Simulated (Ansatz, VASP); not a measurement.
## Sc3Ge: VASP beside Ansatz

Contents of INCAR:

```
SYSTEM = Sc3Ge
ALGO = Normal
EDIFF = 1E-6
EDIFFG = -0.04
ENCUT = 600
GGA = PE
IBRION = 2
ISIF = 3
ISMEAR = 0
LASPH = .TRUE.
LCHARG = .FALSE.
LREAL = .FALSE.
LWAVE = .FALSE.
NELM = 60
NSW = 90
PREC = Accurate
SIGMA = 0.1
```

File KPOINTS:

```
k-points
0
G
  4 4 4
  0 0 0
```

The input POSCAR:

```
Sc3Ge
1.0
    0.0000000000      3.3300320600      3.3300320600
    3.3300320600      0.0000000000      3.3300320600
    3.3300320600      3.3300320600      0.0000000000
Sc Ge
3 1
Direct
    0.0000000000      0.0000000000      0.0000000000
    0.2500000000      0.2500000000      0.2500000000
    0.7500000000      0.7500000000      0.7500000000
    0.5000000000      0.5000000000      0.5000000000
```

Input for Ansatz:

```yaml
crystal:
  lattice:
    - [0.0, 3.33003206, 3.33003206]
    - [3.33003206, 0.0, 3.33003206]
    - [3.33003206, 3.33003206, 0.0]
  atoms:
    - { symbol: Sc, position: [0.0, 0.0, 0.0] }
    - { symbol: Sc, position: [0.25, 0.25, 0.25] }
    - { symbol: Sc, position: [0.75, 0.75, 0.75] }
    - { symbol: Ge, position: [0.5, 0.5, 0.5] }
basis:
  ecutwfc: 420
kpoints:
  mp_grid: { grid: [4, 4, 4] }
hamiltonian:
  xc: pbe
scf:
  occupations: { method: gaussian, width: 0.1 }
  lower_state_search: "off"
output:
  forces: true
  stress: true
  eigenvalues: true
relax:
  adjacent_minimum: "off"
  f_tol: 0.04
  max_steps: 70
  cell: { stress_tol: 0.4 }
```

Change from the starting cell: species swapped into the Sn3Bi type (Fm-3m, No. 225).

Alike in both runs: task relaxation of cell and atoms; functional PBE; k mesh 4 × 4 × 4; occupations gaussian, width 0.1 eV; no spin polarisation.

```csv
,VASP,Ansatz
version,VASP 6.6.1,Ansatz 0.2.0
potentials or method,"VASP PAW PBE potentials, release 64 (Sc_sv, Ge_d), cutoff 600 eV","scalar-relativistic, plane waves, PAW"
valence electrons in the cell,47,47
```

Ansatz gave:

* gap on the k mesh at the Fermi level, each at its own relaxed structure (eV): none
* relaxed volume (Å³/atom): 20.62
* relaxed cell length with the largest relative difference (Å): 4.886

Q: What did VASP give for the same quantities?

A: gap on the k mesh at the Fermi level, each at its own relaxed structure (eV): none; relaxed volume (Å³/atom): 20.55; relaxed cell length with the largest relative difference (Å): 4.880.

A gap of «none» marks a metal or a gap that the smearing closes.

The k mesh is coarse, so the values compare programs but aren't converged.
